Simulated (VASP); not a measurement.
# WS (Fm-3m) in VASP: notebook

Aim: see how the results for WS move with the level of theory and the settings. Levels: r2SCAN, PBEsol. Tasks: single point.

Program: VASP 6.6.1. These are calculated values, not measurements. Logs are shortened: lines on timing, memory, paths and dates and some standing lists are left out, and cuts for length are marked.

## 1. The cell of the first run

Symmetry: Fm-3m, No. 225, cubic system. Conventional cell: a = 4.900 Å, b = 4.900 Å, c = 4.900 Å, α = 90.00°, β = 90.00°, γ = 90.00°. Within 3.2 Å of W (site symmetry m-3m) lie 6 S at 2.45 Å. Within 3.2 Å of S (site symmetry m-3m) lie 6 W at 2.45 Å.

## 2. Single point, r2SCAN, collinear spin

POSCAR reads:

```
WS
1.0
    0.0000000000      2.4499136187      2.4499136187
    2.4499136187      0.0000000000      2.4499136187
    2.4499136187      2.4499136187      0.0000000000
W S
1 1
Direct
    0.0000000000      0.0000000000      0.0000000000
    0.5000000000      0.5000000000      0.5000000000
```

INCAR.step1 reads:

```
  PREC = Accurate
  ENCUT = 520
  ISMEAR = 0
  SIGMA = 0.1
  LREAL = False
  LASPH = True
  NELM = 150
  ISPIN = 2
  MAGMOM = 2.5 0
  LMAXMIX = 4
  NBANDS = 21
  GGA = PE
  ALGO = Normal
  EDIFF = 1E-4
  LWAVE = True
  LCHARG = False
```

INCAR.step2 reads:

```
  PREC = Accurate
  ENCUT = 520
  EDIFF = 1E-7
  ISMEAR = 0
  SIGMA = 0.1
  LREAL = False
  LASPH = True
  NELM = 150
  ALGO = Normal
  ISIF = 2
  LWAVE = False
  LCHARG = False
  ISPIN = 2
  MAGMOM = 2.5 0
  LORBIT = 11
  LMAXMIX = 4
  METAGGA = R2SCAN
  LMIXTAU = True
  NBANDS = 21
  ISTART = 1
```

KPOINTS reads:

```
Automatic mesh
0
Gamma
  14 14 14
```

Potentials or basis: VASP PAW PBE potentials, release 64 (W_sv, S).

Started as:

```
$ cat potpaw_PBE.64/W_sv/POTCAR potpaw_PBE.64/S/POTCAR > POTCAR
$ cp INCAR.step1 INCAR
$ mpirun -np 1 vasp_std > vasp.out
$ cp INCAR.step2 INCAR
$ mpirun -np 1 vasp_std > vasp.out
```

OUTCAR:

```text
PREC = Accurate
   ENCUT = 520
   EDIFF = 1E-7
   ISMEAR = 0
   LREAL = False
   LASPH = True
   NELM = 150
   ISIF = 2
   ISPIN = 2
   LORBIT = 11
   METAGGA = R2SCAN
   ISTART = 1

 ion  position               nearest neighbor table
   1  0.000  0.000  0.000-   2 2.45   2 2.45   2 2.45   2 2.45   2 2.45   2 2.45
   2  0.500  0.500  0.500-   1 2.45   1 2.45   1 2.45   1 2.45   1 2.45   1 2.45

  LATTYP: Found a face centered cubic cell.
 ALAT       =     4.8998272374

  Lattice vectors:

 A1 = (   0.0000000000,   2.4499136187,   2.4499136187)
 A2 = (   2.4499136187,   0.0000000000,   2.4499136187)
 A3 = (   2.4499136187,   2.4499136187,   0.0000000000)

Analysis of symmetry for initial positions (statically):
=====================================================================
 Subroutine PRICEL returns:
 Original cell was already a primitive cell.

 Routine SETGRP: Setting up the symmetry group for a
 face centered cubic supercell.

 Subroutine GETGRP returns: Found 48 space group operations
 (whereof 48 operations were pure point group operations)
 out of a pool of 48 trial point group operations.

The static configuration has the point symmetry O_h .

Analysis of symmetry for dynamics (positions and initial velocities):
=====================================================================
 Subroutine PRICEL returns:
 Original cell was already a primitive cell.

 Routine SETGRP: Setting up the symmetry group for a
 face centered cubic supercell.

 Subroutine GETGRP returns: Found 48 space group operations
 (whereof 48 operations were pure point group operations)
 out of a pool of 48 trial point group operations.

The dynamic configuration has the point symmetry O_h .

Analysis of structural, dynamic, and magnetic symmetry:
=====================================================================
 Subroutine PRICEL returns:
 Original cell was already a primitive cell.

 Routine SETGRP: Setting up the symmetry group for a
 face centered cubic supercell.

 Subroutine GETGRP returns: Found 48 space group operations
 (whereof 48 operations were pure point group operations)
 out of a pool of 48 trial point group operations.

The overall configuration has the point symmetry O_h .

 Subroutine INISYM returns: Found 48 space group operations
 (whereof 48 operations are pure point group operations),
 and found     1 'primitive' translations

----------------------------------------------------------------------------------------

                                     Primitive cell

  volume of cell :      29.4091

  direct lattice vectors                    reciprocal lattice vectors
     0.000000000  2.449913619  2.449913619    -0.204088828  0.204088828  0.204088828
     2.449913619  0.000000000  2.449913619     0.204088828 -0.204088828  0.204088828
     2.449913619  2.449913619  0.000000000     0.204088828  0.204088828 -0.204088828

  length of vectors
     3.464701066  3.464701066  3.464701066     0.353492220  0.353492220  0.353492220

  position of ions in fractional coordinates (direct lattice)
     0.000000000  0.000000000  0.000000000
     0.500000000  0.500000000  0.500000000

  ion indices of the primitive-cell ions
   primitive index   ion index
                 1           1
                 2           2

----------------------------------------------------------------------------------------

 KPOINTS: Automatic mesh

Automatic generation of k-mesh.
 Grid dimensions read from file:
 generate k-points for:   14   14   14

 Generating k-lattice:

  Cartesian coordinates                     Fractional coordinates (reciprocal lattice)
    -0.014577773  0.014577773  0.014577773     0.071428571  0.000000000  0.000000000
     0.014577773 -0.014577773  0.014577773     0.000000000  0.071428571  0.000000000
     0.014577773  0.014577773 -0.014577773     0.000000000  0.000000000  0.071428571

  Length of vectors
     0.025249444  0.025249444  0.025249444

  Shift w.r.t. Gamma in fractional coordinates (k-lattice)
     0.000000000  0.000000000  0.000000000

 Subroutine IBZKPT returns following result:
 ===========================================

 Found    104 irreducible k-points:

 Following reciprocal coordinates:
            Coordinates               Weight
  0.000000  0.000000  0.000000      1.000000
  0.071429  0.000000  0.000000      8.000000
  0.142857  0.000000  0.000000      8.000000
  0.214286  0.000000  0.000000      8.000000
  0.285714  0.000000  0.000000      8.000000
  0.357143  0.000000  0.000000      8.000000
[... 16 lines left out ...]
  0.214286  0.142857  0.000000     24.000000
  0.285714  0.142857  0.000000     24.000000
 [... further k-points ...]
   k-points           NKPTS =    104   k-points in BZ     NKDIM =    104   number of bands    NBANDS=     21
   number of dos      NEDOS =    301   number of ions     NIONS =      2
   total plane-waves  NPLWV =  21952
   dimension x,y,z NGX =    28 NGY =   28 NGZ =   28
   dimension x,y,z NGXF=    56 NGYF=   56 NGZF=   56
   ions per type =               1   1
   NGX,Y,Z   is equivalent  to a cutoff of  13.44, 13.44, 13.44 a.u.
   NGXF,Y,Z  is equivalent  to a cutoff of  26.87, 26.87, 26.87 a.u.
 SYSTEM =  unknown system
   PREC   = accura    normal or accurate (medium, high low for compatibility)
   ISTART =      1    job   : 0-new  1-cont  2-samecut
   ICHARG =      0    charge: 1-file 2-atom 10-const
   ISPIN  =      2    spin polarized calculation?
   LNONCOLLINEAR =      F non collinear calculations
   LSORBIT =      F    spin-orbit coupling
   LASPH  =      T    aspherical Exc in radial PAW
   ENCUT  =  520.0 eV  38.22 Ry    6.18 a.u.   6.44  6.44  6.44*2*pi/ulx,y,z
   NELM   =    150;   NELMIN=  2; NELMDL=  0     # of ELM steps
   EDIFF  = 0.1E-06   stopping-criterion for ELM
   LREAL  =      F    real-space projection
   EDIFFG = 0.1E-05   stopping-criterion for IOM
   NSW    =      0    number of steps for IOM
   IBRION =     -1    ionic relax: 0-MD 1-quasi-New 2-CG
   NFREE  =      0    steps in history (QN), initial steepest desc. (CG)
   ISIF   =      2    stress and relaxation
   ISYM   =      2    0-nonsym 1-usesym 2-fastsym
   POTIM  = 0.5000    time-step for ionic-motion
   TEBEG  =    0.0;   TEEND  =   0.0 temperature during run
   PSTRESS=    0.0 pullay stress
   NELECT =      20.0000    total number of electrons
   NUPDOWN=      -1.0000    fix difference up-down
   EMIN   =  10.00;   EMAX   =-10.00  energy-range for DOS
   EFERMI =   0.00;   METHOD = LEGACY
   ISMEAR =     0;   SIGMA  =   0.10  broadening in eV -4-tet -1-fermi 0-gaus
   EFERMI_NEDOS =   21; number of points for ismear=-14 and -15
   IALGO  =     38    algorithm
   IMIX   =      4    mixing-type and parameters
     AMIX     =   0.40;   BMIX     =  1.00
     AMIX_MAG =   1.60;   BMIX_MAG =  1.00
  volume/ion in A,a.u.               =      14.70        99.23
  Fermi-wavevector in a.u.,A,eV,Ry     =   1.439652  2.720547 28.199389  2.072597
  Thomas-Fermi vector in A             =   2.558483
   LORBIT       =     11    0 simple, 1 ext, 2 COOP (PROOUT), +10 PAW based schemes
   METAGGA = R2SCAN    functional components
   LHFCALC =     F    Hartree Fock is set to
   AEXX    =    0.0000 exact exchange contribution
   IVDW    =     0    specifies the selected vdW correction
   LEPSILON=     F    determine dielectric tensor
   LRPA    =     F    only Hartree local field effects (RPA)
 spin polarized calculation
 Gauss-broadening in eV      SIGMA  =   0.10
  energy-cutoff  :      520.00
  volume of cell :       29.41
 maximum number of plane-waves:       808
 NGX is ok and might be reduce to    28

 number of electron      20.0000000 magnetization      -0.0000392

 Free energy of the ion-electron system (eV)
  ---------------------------------------------------
  ext. energy  EPLUGINS =         0.00000000
  ---------------------------------------------------
  free energy    TOTEN  =       -57.75322674 eV

  energy without entropy =      -57.74127955  energy(sigma->0) =      -57.74725314

 E-fermi :  11.8796     XC(G=0): -13.5641

 val. band max:       11.8702695931   @ k =   0.2857   0.1429   0.0714
 cond. band min:      11.8858671813   @ k =  -0.4286   0.2143   0.0714
 fundamental gap:      0.0155975882
 Fermi energy:        11.8795964379

 spin component 1

 k-point     1 :       0.0000    0.0000    0.0000
  band No.  band energies     occupation
      1     -64.8715      1.00000
      2     -28.4704      1.00000
      3     -28.4704      1.00000
      4     -28.4704      1.00000
      5      -6.4854      1.00000
      6       8.0687      1.00000
[... 13 lines left out ...]
     20      30.4059      0.00000
     21      30.4059      0.00000

 k-point     2 :       0.0714    0.0000    0.0000
  band No.  band energies     occupation
      1     -64.8711      1.00000
      2     -28.4815      1.00000
      3     -28.4716      1.00000
      4     -28.4716      1.00000
      5      -6.3940      1.00000
      6       7.3134      1.00000
[... 13 lines left out ...]
     20      29.3622      0.00000
     21      30.6171      0.00000

 k-point     3 :       0.1429    0.0000    0.0000
  band No.  band energies     occupation
      1     -64.8699      1.00000
      2     -28.5126      1.00000
      3     -28.4750      1.00000
      4     -28.4750      1.00000
      5      -6.1276      1.00000
      6       6.0831      1.00000
[... 13 lines left out ...]
     20      28.2180      0.00000
     21      31.0137      0.00000
[... 457 lines left out ...]
 k-point    23 :       0.2143    0.1429    0.0000
  band No.  band energies     occupation
      1     -64.8681      1.00000
      2     -28.5379      1.00000
      3     -28.4917      1.00000
      4     -28.4894      1.00000
      5      -5.7639      1.00000
      6       4.4362      1.00000
[... 13 lines left out ...]
     20      30.3763      0.00000
     21      32.0418      0.00000

 k-point    24 :       0.2857    0.1429    0.0000
  band No.  band energies     occupation
      1     -64.8664      1.00000
      2     -28.5776      1.00000
      3     -28.4983      1.00000
      4     -28.4946      1.00000
      5      -5.3742      1.00000
      6       3.7388      1.00000
[... 13 lines left out ...]
     20      29.3259      0.00000
     21      31.7787      0.00000

 [... further k-points ...]

 spin component 2

 k-point     1 :       0.0000    0.0000    0.0000
  band No.  band energies     occupation
      1     -64.8715      1.00000
      2     -28.4704      1.00000
      3     -28.4704      1.00000
      4     -28.4704      1.00000
      5      -6.4854      1.00000
      6       8.0687      1.00000
[... 13 lines left out ...]
     20      30.4059      0.00000
     21      30.4059      0.00000

 k-point     2 :       0.0714    0.0000    0.0000
  band No.  band energies     occupation
      1     -64.8712      1.00000
      2     -28.4815      1.00000
      3     -28.4716      1.00000
      4     -28.4716      1.00000
      5      -6.3940      1.00000
      6       7.3134      1.00000
[... 13 lines left out ...]
     20      29.3622      0.00000
     21      30.6171      0.00000

 k-point     3 :       0.1429    0.0000    0.0000
  band No.  band energies     occupation
      1     -64.8700      1.00000
      2     -28.5126      1.00000
      3     -28.4750      1.00000
      4     -28.4750      1.00000
      5      -6.1276      1.00000
      6       6.0831      1.00000
[... 13 lines left out ...]
     20      28.2180      0.00000
     21      31.0137      0.00000
[... 457 lines left out ...]
 k-point    23 :       0.2143    0.1429    0.0000
  band No.  band energies     occupation
      1     -64.8681      1.00000
      2     -28.5379      1.00000
      3     -28.4917      1.00000
      4     -28.4894      1.00000
      5      -5.7639      1.00000
      6       4.4361      1.00000
[... 13 lines left out ...]
     20      30.3763      0.00000
     21      32.0418      0.00000

 k-point    24 :       0.2857    0.1429    0.0000
  band No.  band energies     occupation
      1     -64.8664      1.00000
      2     -28.5777      1.00000
      3     -28.4983      1.00000
      4     -28.4946      1.00000
      5      -5.3742      1.00000
      6       3.7388      1.00000
[... 13 lines left out ...]
     20      29.3258      0.00000
     21      31.7787      0.00000

 [... further k-points ...]
[... 5 lines left out ...]
  --------------------------------------------------------------------------------------
  -------------------------------------------------------------------------------------
  Total        0.8984690      0.8984690      0.8984690     -0.0000000     -0.0000000      0.0000000
  in kB       48.9475943     48.9475943     48.9475943     -0.0000000     -0.0000000      0.0000000
  external PRESSURE =      48.9475943 kB  Pullay stress =       0.0000000 kB

 VOLUME and BASIS-vectors are now :
 -----------------------------------------------------------------------------
  energy-cutoff  :      520.00
  volume of cell :       29.41
      direct lattice vectors                 reciprocal lattice vectors
     0.000000000  2.449913619  2.449913619    -0.204088828  0.204088828  0.204088828
     2.449913619  0.000000000  2.449913619     0.204088828 -0.204088828  0.204088828
     2.449913619  2.449913619  0.000000000     0.204088828  0.204088828 -0.204088828

 POSITION                                       TOTAL-FORCE (eV/Angst)
 -----------------------------------------------------------------------------------
      0.00000      0.00000      0.00000         0.000000      0.000000     -0.000000
      2.44991      2.44991      2.44991        -0.000000      0.000000      0.000000
 -----------------------------------------------------------------------------------
    total drift:                               -0.000000      0.000000      0.000000

  FREE ENERGIE OF THE ION-ELECTRON SYSTEM (eV)
  ---------------------------------------------------
  free  energy   TOTEN  =       -57.7532267436 eV

  energy  without entropy=      -57.7412795458  energy(sigma->0) =      -57.74725314

 total charge

# of ion       s       p       d       tot
------------------------------------------
    1        2.267   6.199   3.563  12.029
    2        1.292   2.448   0.000   3.740
--------------------------------------------------
tot          3.559   8.647   3.563  15.769

 magnetization (x)

# of ion       s       p       d       tot
------------------------------------------
    1       -0.000  -0.000  -0.000  -0.000
    2       -0.000   0.000   0.000  -0.000
--------------------------------------------------
tot         -0.000  -0.000  -0.000  -0.000
```

Wall time 3.9 min (1 thread of Intel Xeon 6975P-C (Granite Rapids), shared host); peak memory 0.25 GiB.

Results:

- Free energy: -57.7532 eV
- Pressure: 4.9 GPa
- Band gap on the k mesh: zero (filled and empty bands overlap)
- Net moment: 0.00 μB per cell
- Valence electrons inside the program's atomic spheres: W 12.03; S 3.74

Caveat: the cell stands under pressure; the PAW data sets were made with another functional, which shifts forces and pressure a little; spin-orbit coupling is left out, which moves the levels of the heavy elements.

## 3. Single point, PBEsol, collinear spin

This run uses another cell than the first one: it holds 4 atoms, not 2.

INCAR reads:

```
SYSTEM = WS
PREC = Accurate
ENCUT = 520
EDIFF = 1E-7
ISMEAR = 0
SIGMA = 0.1
LREAL = .False.
LASPH = .True.
NELM = 150
ALGO = Fast
ISIF = 2
LWAVE = .False.
LCHARG = .True.
ISPIN = 2
MAGMOM = 1 -1 0 0
LORBIT = 11
LMAXMIX = 4
GGA = PS
LELF = .True.
LVHAR = .True.
NBANDS = 32
```

KPOINTS reads:

```
Automatic mesh
0
Gamma
  14 14 7
  0 0 0
```

POSCAR reads:

```
WS
1.0
    0.0000000000      2.4499136187      2.4499136187
    2.4499136187      0.0000000000      2.4499136187
    4.8998272375      4.8998272375      0.0000000000
W S
2 2
Direct
    0.0000000000      1.0000000000      1.0000000000
    0.0000000000      1.0000000000      0.5000000000
    0.5000000000      0.5000000000      0.2500000000
    0.5000000000      0.5000000000      0.7500000000
```

Potentials or basis: VASP PAW PBE potentials, release 64 (W_sv, S).

Started as:

```
$ cat potpaw_PBE.64/W_sv/POTCAR potpaw_PBE.64/S/POTCAR > POTCAR
$ mpirun -np 1 vasp_std > vasp.out
```

It took 19 min on 1 thread of Oxide Virtual Turin-like, shared host; peak memory 0.46 GiB.

It converged, with:

```yaml
Free_energy: -33.8071 eV
Pressure: 0.6 GPa
Band_gap_on_the_k_mesh: zero (filled and empty bands overlap)
Net_moment: 0.00 μB per cell
Valence_electrons_inside_the_program's_atomic_spheres: W 12.04; S 3.69
```

Levels at points of the mesh, in eV from the Fermi level:
Spin up:
```csv
k point,band 18,band 19,band 20,band 21,band 22,band 23
"(0.00, 0.00, 0.00)",-2.86,-2.86,-2.28,-2.28,0.21,0.21
"(0.50, 0.00, 0.00)",-0.99,0.21,0.21,0.60,0.73,1.16
```
Spin down:
```
           k point  band 16  band 17  band 18  band 19  band 20  band 21  band 22  band 23  band 24  band 25
(0.00, 0.00, 0.00)    -3.45    -2.86    -2.86    -2.86    -2.28    -2.28     0.21     0.21     0.73     1.85
(0.50, 0.00, 0.00)    -4.93    -4.93    -0.99     0.21     0.21     0.60     0.73     1.16     1.16     1.85
```

Caveat: the PAW data sets were made with another functional, which shifts forces and pressure a little; spin-orbit coupling is left out, which moves the levels of the heavy elements.
